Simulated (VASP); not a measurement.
Set up this calculation in VASP 6.6.1, as the native input.

```
Task                   : single point
Functional             : PBE
Potentials or basis    : VASP PAW PBE potentials, release 64 (Ca_sv, O)
Cutoff                 : 520 eV
k mesh                 : 9 × 9 × 6
Occupations            : gaussian, width 0.05 eV
Spin                   : no spin polarisation
Dipole correction      : no
Further INCAR settings : ALGO = Normal; EDIFF = 1e-07; NBANDS = 24
```

The structure of CaO lies in POSCAR:

```
CaO
1.0
    4.3516790093      0.0000000000      0.0000000000
   -2.1758395046      3.2602338657      0.0000000000
    0.0000000000      0.0000000000      4.6793913223
Ca O
2 2
Direct
    0.3333333333      0.6666666667      0.7500000000
    0.6666666667      0.3333333333      0.2500000000
    0.3333333333      0.6666666667      0.2500000000
    0.6666666667      0.3333333333      0.7500000000
```

This cell differs from its parent crystal: strain +e along x and -e along y +0.0733, strain +e along z and -e/2 along x and y -0.0267.

The input as run:

INCAR

```
ALGO = Normal
EDIFF = 1E-7
ENCUT = 520
GGA = PE
ISIF = 2
ISMEAR = 0
LASPH = T
LCHARG = F
LREAL = F
LWAVE = F
NBANDS = 24
NELM = 80
PREC = Accurate
SIGMA = 0.05
```

KPOINTS

```
k-points
0
Gamma
  9 9 6
```

Potentials or basis: VASP PAW PBE potentials, release 64 (Ca_sv, O).

The run is started by

```bash
$ cat potpaw_PBE.64/Ca_sv/POTCAR potpaw_PBE.64/O/POTCAR > POTCAR
$ mpirun -np 1 vasp_std > vasp.out
```

Results of the run:

```yaml
Pressure: 2.5 GPa
Largest_force: 1.040 eV/Å
Band_gap_on_the_k_mesh: 3.07 eV, direct
```

Caveat: the cell differs from its parent crystal (strain +e along x and -e along y +0.0733, strain +e along z and -e/2 along x and y -0.0267); forces of over 1 eV/Å act on the atoms, so gaps and moduli don't describe the material at rest.

It took 3 min on 1 thread of Oxide Virtual Turin-like Processor, with other jobs on the host, peak memory 0.24 GiB.
